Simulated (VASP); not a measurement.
A run of VASP 6.6.1 is set up as follows.

INCAR

```
SYSTEM = ZnS
ALGO = Normal ; EDIFF = 1E-6
ENCUT = 520 ; GGA = PS
ISIF = 2 ; ISMEAR = 0
LASPH = .TRUE. ; LCHARG = .FALSE.
LREAL = .FALSE. ; LWAVE = .FALSE.
NBANDS = 16 ; NELM = 80
PREC = Accurate ; SIGMA = 0.05
```

Contents of KPOINTS:

```
k-points
0
G
  10 10 10
  0 0 0
```

File POSCAR:

```
ZnS
1.0
    0.0000000000      2.7046500000      2.7046500000
    2.7046500000      0.0000000000      2.7046500000
    2.7046500000      2.7046500000      0.0000000000
Zn S
1 1
Direct
    0.0000000000      0.0000000000      0.0000000000
    0.7500000000      0.7500000000      0.7500000000
```

Potentials or basis: VASP PAW PBE potentials, release 64 (Zn, S).

The run is started by

```sh
$ cat potpaw_PBE.64/Zn/POTCAR potpaw_PBE.64/S/POTCAR > POTCAR
$ mpirun -np 1 vasp_std > vasp.out
```

Q: What does it give for the pressure?

A: -2.0 GPa.

Q: What does it give for the band gap on the k mesh?

A: 1.97 eV, direct.

Caveat: the PAW data sets were made with another functional, which shifts forces and pressure a little.

**What was measured.**

From “Electronic, vibrational, and thermodynamic properties of ZnS (zincblende and rocksalt structure)”, 2009, arxiv:0911.5022, for a bulk crystal of ZnS at 19 K: band gap 3.85 eV (direct).

Measured gap of ZnS: 3.85 eV (direct; 19 K; quoted in “Electronic, vibrational, and thermodynamic properties of ZnS (zincblende and rocksalt structure)”, 2009, arxiv:0911.5022). This calculation gives 1.97 eV (-1.88 eV). The value is that of PBEsol, without temperature or zero-point motion. Semilocal functionals fall short of measured gaps as a rule.
